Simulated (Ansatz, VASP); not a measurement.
## SrO in VASP and in Ansatz

POSCAR

```
SrO
1.0
    0.0064497308      2.5798923265      2.5798923265
    2.5798923265      0.0064497308      2.5798923265
    2.5863420573      2.5863420573      0.0000000000
Sr O
1 1
Direct
    0.0000000000      0.0000000000      0.0000000000
    0.5000000000      0.5000000000      0.5000000000
```

File INCAR.step1:

```
SYSTEM = SrO
PREC     = Accurate       ! precision mode
ENCUT    = 520            ! plane-wave cutoff, eV
ISMEAR   = 0              ! smearing method
SIGMA    = 0.01           ! smearing width, eV
LREAL    = .False.        ! projectors in reciprocal space
LASPH    = .True.         ! aspherical terms in the spheres
NELM     = 100            ! most SCF steps
NBANDS   = 15             ! bands
GGA      = PE             ! functional
ALGO     = Normal         ! electronic algorithm
EDIFF    = 1E-4           ! SCF threshold, eV
LWAVE    = .True.         ! write WAVECAR
LCHARG   = .False.        ! write CHGCAR
```

File INCAR.step2:

```
SYSTEM = SrO
PREC     = Accurate       ! precision mode
ENCUT    = 520            ! plane-wave cutoff, eV
EDIFF    = 1E-6           ! SCF threshold, eV
ISMEAR   = 0              ! smearing method
SIGMA    = 0.01           ! smearing width, eV
LREAL    = .False.        ! projectors in reciprocal space
LASPH    = .True.         ! aspherical terms in the spheres
NELM     = 100            ! most SCF steps
ALGO     = Normal         ! electronic algorithm
ISIF     = 2              ! what is computed and relaxed
LWAVE    = .False.        ! write WAVECAR
LCHARG   = .False.        ! write CHGCAR
METAGGA  = R2SCAN         ! meta-GGA
LMIXTAU  = .True.       
NBANDS   = 15             ! bands
ISTART   = 1
```

File KPOINTS:

```
regular mesh
0
Gamma
  8 8 8
  0 0 0
```

Input for Ansatz:

```yaml
crystal:
  lattice:
    - [0.0064497308, 2.5798923265, 2.5798923265]
    - [2.5798923265, 0.0064497308, 2.5798923265]
    - [2.5863420573, 2.5863420573, 0.0]
  atoms:
    - { symbol: Sr, position: [0.0, 0.0, 0.0] }
    - { symbol: O, position: [0.5, 0.5, 0.5] }
kpoints:
  mp_grid: { grid: [8, 8, 8] }
  band_path:
    path:
      - [0.0, 0.0, 0.0]
      - [0.5, 0.0, 0.5]
      - [0.625, 0.25, 0.625]
      - [0.375, 0.375, 0.75]
      - [0.5, 0.5, 0.5]
      - [0.5, 0.25, 0.75]
      - [0.5, 0.5, 0.0]
    npoints: 1
hamiltonian:
  xc: r2scan
scf:
  occupations: { method: fixed }
  n_extra_bands: 4
output:
  forces: true
  stress: true
  eigenvalues: true
```

Change from the starting cell: shear_xy strain +0.5%.

Alike in both runs: task single point; functional r2SCAN; k mesh 8 × 8 × 8; no spin polarisation.

|  | VASP | Ansatz |
| --- | --- | --- |
| version | VASP 6.6.1 | Ansatz 0.2.0 |
| potentials or method | VASP PAW PBE potentials, release 64 (Sr_sv, O) | plane waves, PAW |
| plane-wave cutoff (eV) | 520 | 500 |
| occupations | gaussian, width 0.01 eV | fixed |
| valence electrons in the cell | 16 | 16 |

Ansatz gave:

| Item | Value |
| --- | --- |
| gap on the k mesh at the Fermi level (eV) | 3.79 |
| pressure (GPa) | 0.0 |
| traceless stress, the component that is largest in VASP (GPa) | -0.28 |

Question: Estimate VASP's values.

Answer: gap on the k mesh at the Fermi level (eV): 3.74; pressure (GPa): 0.5; traceless stress, the component that is largest in VASP (GPa): -0.28.

VASP's potentials were made for PBE, not for r2SCAN.
